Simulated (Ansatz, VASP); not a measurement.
**One calculation of AlN, two programs**

Contents of INCAR:

```
SYSTEM = AlN
ALGO = Normal ; EDIFF = 1E-7
ENCUT = 520 ; GGA = PS
ISIF = 2 ; ISMEAR = -1
LASPH = .True. ; LCHARG = .False.
LREAL = .False. ; LWAVE = .False.
NBANDS = 16 ; NELM = 80
PREC = Accurate ; SIGMA = 0.02
```

File KPOINTS:

```
k-points
0
Gamma
  11 11 6
  0 0 0
```

The input POSCAR:

```
AlN
1.0
    3.0487821086      0.0000000000      0.0000000000
   -1.5243910543      2.6403227566      0.0000000000
    0.0000000000      0.0000000000      4.9780000000
Al N
2 2
Direct
    0.3333333333      0.6666666667      0.0000000000
    0.6666666667      0.3333333333      0.5000000000
    0.3333333333      0.6666666667      0.3850000000
    0.6666666667      0.3333333333      0.8850000000
```

Input for Ansatz:

```yaml
crystal:
  lattice:
    - [3.0487821086, 0.0, 0.0]
    - [-1.5243910543, 2.6403227566, 0.0]
    - [0.0, 0.0, 4.978]
  atoms:
    - { symbol: Al, position: [0.3333333333, 0.6666666667, 0.0] }
    - { symbol: Al, position: [0.6666666667, 0.3333333333, 0.5] }
    - { symbol: "N", position: [0.3333333333, 0.6666666667, 0.385] }
    - { symbol: "N", position: [0.6666666667, 0.3333333333, 0.885] }
kpoints:
  mp_grid: { grid: [11, 11, 6] }
  band_path:
    path:
      - [0.0, 0.0, 0.0]
      - [0.5, 0.0, 0.0]
      - [0.3333333333, 0.3333333333, 0.0]
      - [0.0, 0.0, 0.0]
      - [0.0, 0.0, 0.5]
      - [0.5, 0.0, 0.5]
      - [0.3333333333, 0.3333333333, 0.5]
      - [0.0, 0.0, 0.5]
      - [0.5, 0.0, 0.5]
    npoints: 5
scf:
  occupations: { method: fermi_dirac, width: 0.02 }
hamiltonian:
  xc: pbesol
  pseudopotentials: { kind: all_electron, lapw: { basis_error: 0.001 } }
output:
  forces: true
  stress: true
  eigenvalues: true
```

Change from the starting cell: equal xx and yy strain of -2 %.

Alike in both runs: task single point; functional PBEsol; k mesh 11 × 11 × 6; occupations fermi-dirac, width 0.02 eV; no spin polarisation.

|  | VASP | Ansatz |
| --- | --- | --- |
| version | VASP 6.6.1 | Ansatz 0.2.0 |
| potentials or method | VASP PAW PBE potentials, release 64 (Al, N), cutoff 520 eV | all-electron LAPW, scalar-relativistic |

|  | VASP | Ansatz | Ansatz less VASP |
| --- | --- | --- | --- |
| gap on the k mesh at the Fermi level (eV) | 4.50 | 4.49 | -0.008 |
| pressure (GPa) | 10.0 | 9.8 | -0.23 |
| traceless stress, the component that is largest in VASP (GPa) | -7.93 | -7.80 | +0.129 |
| rms of the force components (eV/Å) | 0.256 | 0.253 | -0.0030 |

VASP's potentials were made for PBE, not for PBEsol. Atom by atom the forces differ by 0.003 eV/Å (rms over components). Ansatz ran all-electron here, and VASP with PAW potentials.
